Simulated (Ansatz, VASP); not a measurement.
# SiB4W in VASP and in Ansatz

Contents of INCAR:

```
ALGO     = Normal         # electronic algorithm
EDIFF    = 1E-7           # SCF threshold, eV
EDIFFG   = -0.04          # ionic threshold
ENCUT    = 600            # plane-wave cutoff, eV
GGA      = PE             # functional
IBRION   = 2              # ionic algorithm
ISIF     = 3              # what is computed and relaxed
ISMEAR   = 0              # smearing method
LASPH    = True           # aspherical terms in the spheres
LCHARG   = False          # write CHGCAR
LREAL    = False          # projectors in reciprocal space
LWAVE    = False          # write WAVECAR
NELM     = 80             # most SCF steps
NSW      = 90             # ionic steps
PREC     = Accurate       # precision mode
SIGMA    = 0.1            # smearing width, eV
```

File KPOINTS:

```
k-points
0
Gamma
  6 6 4
```

Contents of POSCAR:

```
SiB4W
1.0
    3.1286723400      0.0000000000      0.0000000000
   -1.5643361700      2.7095097200      0.0000000000
    0.0000000000      0.0000000000      6.3600091300
Si B W
1 4 1
Direct
    0.0000000000      0.0000000000      0.5000000000
    0.3333333300      0.6666666700      0.7595900300
    0.3333333300      0.6666666700      0.2404099700
    0.6666666700      0.3333333300      0.7595900300
    0.6666666700      0.3333333300      0.2404099700
    0.0000000000      0.0000000000      0.0000000000
```

Input for Ansatz:

```yaml
crystal:
  lattice:
    - [3.12867234, 0.0, 0.0]
    - [-1.56433617, 2.70950972, 0.0]
    - [0.0, 0.0, 6.36000913]
  atoms:
    - { symbol: Si, position: [0.0, 0.0, 0.5] }
    - { symbol: B, position: [0.33333333, 0.66666667, 0.75959003] }
    - { symbol: B, position: [0.33333333, 0.66666667, 0.24040997] }
    - { symbol: B, position: [0.66666667, 0.33333333, 0.75959003] }
    - { symbol: B, position: [0.66666667, 0.33333333, 0.24040997] }
    - { symbol: W, position: [0.0, 0.0, 0.0] }
basis:
  ecutwfc: 420
kpoints:
  mp_grid: { grid: [6, 6, 4] }
hamiltonian:
  xc: pbe
scf:
  occupations: { method: gaussian, width: 0.1 }
  lower_state_search: "off"
output:
  forces: true
  stress: true
  eigenvalues: true
relax:
  adjacent_minimum: "off"
  f_tol: 0.04
  max_steps: 70
  cell: { stress_tol: 0.4 }
```

Change from the starting cell: species swapped into the TiCrB4 type (P6/mmm, No. 191).

Alike in both runs: task relaxation of cell and atoms; functional PBE; k mesh 6 × 6 × 4; occupations gaussian, width 0.1 eV; no spin polarisation.

|  | VASP | Ansatz |
| --- | --- | --- |
| version | VASP 6.6.1 | Ansatz 0.2.0 |
| potentials or method | VASP PAW PBE potentials, release 64 (Si, B, W_sv), cutoff 600 eV | scalar-relativistic, plane waves, PAW |
| valence electrons in the cell | 30 | 30 |

|  | VASP | Ansatz | Ansatz less VASP |
| --- | --- | --- | --- |
| gap on the k mesh at the Fermi level, each at its own relaxed structure (eV) | none | none | - |
| relaxed volume (Å³/atom) | 9.04 | 9.06 | +0.019 |
| relaxed cell length with the largest relative difference (Å) | 6.937 | 6.948 | +0.0114 |

A gap of «none» marks a metal or a gap that the smearing closes.

The k mesh is coarse, so the values compare programs but aren't converged. Spin-orbit coupling is off throughout.
